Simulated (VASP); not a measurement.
# HfB (Fm-3m) in VASP: a series of runs, part 2 of 2

VASP 6.6.1. The steps go on from the part before.

### 4 Electric field gradients, PBE

This run uses another cell than the first one, of 12.33 Å³/atom, 1.053 times its volume.

The input, INCAR:

```
PREC = Accurate
ENCUT = 520
EDIFF = 1E-8
ISMEAR = -1
SIGMA = 0.05
LREAL = F
LASPH = T
NELM = 80
ALGO = Normal
ISIF = 2
LWAVE = F
LCHARG = F
GGA = PE
LEFG = T
NBANDS = 14
```

The input, KPOINTS:

```
Automatic mesh
0
Gamma
  15 15 15
```

The input, POSCAR:

```
HfB
1.0
    0.0000000000      2.3100000000      2.3100000000
    2.3100000000      0.0000000000      2.3100000000
    2.3100000000      2.3100000000      0.0000000000
Hf B
1 1
Direct
    0.5000000000      0.5000000000      0.5000000000
    0.0000000000      0.0000000000      0.0000000000
```

Potentials or basis: VASP PAW PBE potentials, release 64 (Hf_pv, B).

The run is started by

```console
> cat potpaw_PBE.64/Hf_pv/POTCAR potpaw_PBE.64/B/POTCAR > POTCAR
> mpirun -np 1 vasp_std > vasp.out
```

OUTCAR:

```text
PREC = Accurate
   ENCUT = 520
   EDIFF = 1E-8
   ISMEAR = -1
   LREAL = F
   LASPH = T
   NELM = 80
   ISIF = 2
   GGA = PE

 ion  position               nearest neighbor table
   1  0.500  0.500  0.500-   2 2.31   2 2.31   2 2.31   2 2.31   2 2.31   2 2.31
   2  0.000  0.000  0.000-   1 2.31   1 2.31   1 2.31   1 2.31   1 2.31   1 2.31

  LATTYP: Found a face centered cubic cell.
 ALAT       =     4.6200000000

  Lattice vectors:

 A1 = (   0.0000000000,   2.3100000000,   2.3100000000)
 A2 = (   2.3100000000,   0.0000000000,   2.3100000000)
 A3 = (   2.3100000000,   2.3100000000,   0.0000000000)

Analysis of symmetry for initial positions (statically):
=====================================================================
 Subroutine PRICEL returns:
 Original cell was already a primitive cell.

 Routine SETGRP: Setting up the symmetry group for a
 face centered cubic supercell.

 Subroutine GETGRP returns: Found 48 space group operations
 (whereof 48 operations were pure point group operations)
 out of a pool of 48 trial point group operations.

The static configuration has the point symmetry O_h .

Analysis of symmetry for dynamics (positions and initial velocities):
=====================================================================
 Subroutine PRICEL returns:
 Original cell was already a primitive cell.

 Routine SETGRP: Setting up the symmetry group for a
 face centered cubic supercell.

 Subroutine GETGRP returns: Found 48 space group operations
 (whereof 48 operations were pure point group operations)
 out of a pool of 48 trial point group operations.

The dynamic configuration has the point symmetry O_h .

[... 549 lines left out ...]
      5       4.6578      1.99989
      6       5.8129      0.00000
      7       6.5005      0.00000
      8       7.1186      0.00000
      9       9.6490      0.00000
     10      10.9848      0.00000
     11      11.5949      0.00000
     12      14.3491      0.00000
     13      19.3602      0.00000
     14      19.4903      0.00000

 [... further k-points ...]

------------------------ aborting loop because EDIFF is reached ----------------------------------------

  FORCE on cell =-STRESS in cart. coord.  units (eV):
  Direction    XX          YY          ZZ          XY          YZ          ZX
  --------------------------------------------------------------------------------------
  -------------------------------------------------------------------------------------
  Total        4.7298598      4.7298598      4.7298598      0.0000000      0.0000000      0.0000000
  in kB      307.3922530    307.3922530    307.3922530      0.0000000      0.0000000      0.0000000
  external PRESSURE =     307.3922530 kB  Pullay stress =       0.0000000 kB

 VOLUME and BASIS-vectors are now :
 -----------------------------------------------------------------------------
  energy-cutoff  :      520.00
  volume of cell :       24.65
      direct lattice vectors                 reciprocal lattice vectors
     0.000000000  2.310000000  2.310000000    -0.216450216  0.216450216  0.216450216
     2.310000000  0.000000000  2.310000000     0.216450216 -0.216450216  0.216450216
     2.310000000  2.310000000  0.000000000     0.216450216  0.216450216 -0.216450216

 POSITION                                       TOTAL-FORCE (eV/Angst)
 -----------------------------------------------------------------------------------
      2.31000      2.31000      2.31000         0.000000      0.000000      0.000000
      0.00000      0.00000      0.00000         0.000000      0.000000     -0.000000
 -----------------------------------------------------------------------------------
    total drift:                               -0.000000     -0.000000      0.000000

  FREE ENERGIE OF THE ION-ELECTRON SYSTEM (eV)
  ---------------------------------------------------
  free  energy   TOTEN  =       -17.1557178980 eV

  energy  without entropy=      -17.1479993520  energy(sigma->0) =      -17.15185863

 Electric field gradients (V/A^2)
---------------------------------------------------------------------
 ion       V_xx      V_yy      V_zz      V_xy      V_xz      V_yz
---------------------------------------------------------------------
   1      -0.000     0.000     0.000    -0.000    -0.000    -0.000
   2       0.000    -0.000     0.000     0.000     0.000     0.000
---------------------------------------------------------------------

 Electric field gradients after diagonalization (V/A^2)
 (convention: |V_zz| > |V_xx| > |V_yy|)
----------------------------------------------------------------------
 ion       V_xx      V_yy      V_zz     asymmetry (V_yy - V_xx)/ V_zz
----------------------------------------------------------------------
   1       0.000     0.000    -0.000       0.000
   2      -0.000    -0.000     0.000       0.000
----------------------------------------------------------------------

           NMR quadrupolar parameters

 Cq : quadrupolar parameter    Cq=e*Q*V_zz/h
 eta: asymmetry parameters     (V_yy - V_xx)/ V_zz
 Q  : nuclear electric quadrupole moment in mb (millibarn)
----------------------------------------------------------------------
 ion       Cq(MHz)       eta       Q (mb)
----------------------------------------------------------------------
   1      -0.000       0.000       1.000
   2       0.000       0.000       1.000
----------------------------------------------------------------------
```

OSZICAR:

```text
N       E                     dE             d eps       ncg     rms          rms(c)
DAV:   1     0.217884637753E+02    0.21788E+02   -0.69833E+03  3374   0.872E+02
DAV:   2    -0.178308152412E+02   -0.39619E+02   -0.37524E+02  4226   0.193E+02
DAV:   3    -0.187912472128E+02   -0.96043E+00   -0.95717E+00  4200   0.208E+01
DAV:   4    -0.187944578727E+02   -0.32107E-02   -0.32105E-02  3840   0.149E+00
DAV:   5    -0.187944743983E+02   -0.16526E-04   -0.16526E-04  4268   0.959E-02    0.665E+01
DAV:   6    -0.172186960634E+02    0.15758E+01   -0.25505E+00  4026   0.992E+00    0.419E+01
DAV:   7    -0.171877834929E+02    0.30913E-01   -0.83326E-01  4422   0.569E+00    0.951E+00
DAV:   8    -0.171556351221E+02    0.32148E-01   -0.99578E-02  3690   0.192E+00    0.110E+00
DAV:   9    -0.171557456180E+02   -0.11050E-03   -0.57543E-03  4404   0.538E-01    0.158E-01
DAV:  10    -0.171557204878E+02    0.25130E-04   -0.21360E-04  3702   0.961E-02    0.386E-02
DAV:  11    -0.171557179814E+02    0.25064E-05   -0.16301E-05  4074   0.281E-02    0.106E-02
DAV:  12    -0.171557180495E+02   -0.68125E-07   -0.50240E-07  4260   0.557E-03    0.116E-02
DAV:  13    -0.171557178693E+02    0.18019E-06   -0.86455E-08  4380   0.217E-03    0.267E-03
DAV:  14    -0.171557178967E+02   -0.27391E-07   -0.15038E-08  3814   0.905E-04    0.183E-04
DAV:  15    -0.171557178980E+02   -0.13129E-08   -0.15270E-09  2382   0.280E-04
   1 F= -.17155718E+02 E0= -.17151859E+02  d E =-.771855E-02
```

stdout:

```text
POSCAR found type information on POSCAR HfB
 POSCAR found :  2 types and       2 ions
 scaLAPACK will be used
 LDA part: xc-table for (Slater+PW92), standard interpolation
 POSCAR, INCAR and KPOINTS ok, starting setup
 FFT: planning ... GRIDC
 FFT: planning ... GRID_SOFT
 FFT: planning ... GRID
 WAVECAR not read
 entering main loop
ion   1

ion   2
```

Run time: 53 s. Hardware: 1 thread of Intel Xeon 8259CL, shared host; peak memory 0.17 GiB.

What came out:

- Free energy: -17.1557 eV
- Pressure: 30.7 GPa

Caveat: without QUAD_EFG the Cq values of the log hold for a quadrupole moment of 1 mb, not for the nuclei; spin-orbit coupling is left out, which moves the levels of the heavy elements.

### 5 Overview

| cell | gap on the mesh (eV) | pressure (GPa) |
| --- | --- | --- |
| a = 3.211 Å, angles 60.0°, 2 atoms | none | 46.7 |
| a = 3.239 Å, angles 60.0°, 2 atoms | none | 38.3 |
| a = 3.267 Å, angles 60.0°, 2 atoms | none | 30.7 |

Alike in all rows: task electric field gradients; level PBE; potentials or basis VASP PAW PBE potentials, release 64 (Hf_pv, B); no spin polarisation; k mesh 15 × 15 × 15; cutoff (eV) 520; smearing fermi-dirac 0.05 eV.

Caveats: spin-orbit coupling is left out, which moves the levels of the heavy elements.

Total energies depend on the potentials used, so only differences within one code and one set of settings carry meaning.
